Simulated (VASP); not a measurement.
Wanted: the native input for a VASP 6.6.1 run.

| Item | Value |
| --- | --- |
| Task | single point |
| Functional | PBEsol |
| Potentials or basis | VASP PAW PBE potentials, release 64 (Bi_d, Te) |
| Cutoff | 520 eV |
| k mesh | 4 × 4 × 4 |
| Occupations | fermi-dirac, width 0.03 eV |
| Spin | no spin polarisation |
| Dipole correction | no |
| Further INCAR settings | ALGO = Normal; EDIFF = 1e-06; NBANDS = 32 |

The structure of Bi2Te3 (Tellurobismuthite) lies in POSCAR:

```
Bi2Te3
1.0
    2.1930000000      1.2661291403     10.1656666667
   -2.1930000000      1.2661291403     10.1656666667
    0.0000000000     -2.5322582807     10.1656666667
Bi Te
2 3
Direct
    0.6000000000      0.6000000000      0.6000000000
    0.4000000000      0.4000000000      0.4000000000
    0.7905000000      0.7905000000      0.7905000000
    0.2095000000      0.2095000000      0.2095000000
    0.0000000000      0.0000000000      0.0000000000
```

These files were run (other wordings do the same):

INCAR

```
SYSTEM = Bi2Te3
ALGO = Normal ; EDIFF = 1E-6
ENCUT = 520 ; GGA = PS
ISIF = 2 ; ISMEAR = -1
LASPH = .TRUE. ; LCHARG = .FALSE.
LREAL = .FALSE. ; LWAVE = .FALSE.
NBANDS = 32 ; NELM = 80
PREC = Accurate ; SIGMA = 0.03
```

KPOINTS

```
k-points
0
G
  4 4 4
  0 0 0
```

Potentials or basis: VASP PAW PBE potentials, release 64 (Bi_d, Te).

Launch:

```bash
$ cat potpaw_PBE.64/Bi_d/POTCAR potpaw_PBE.64/Te/POTCAR > POTCAR
$ mpirun -np 1 vasp_std > vasp.out
```

Results of the run:

* Pressure: -0.6 GPa
* Largest force: 0.117 eV/Å
* Band gap on the k mesh: 0.23 eV, direct

Caveat: the PAW data sets were made with another functional, which shifts forces and pressure a little; spin-orbit coupling is left out, which moves the levels of the heavy elements.

Run time: 4.4 min on 1 thread of Intel(R) Xeon(R) Platinum 8488C (Sapphire Rapids), on a shared host, peak memory 0.86 GiB.
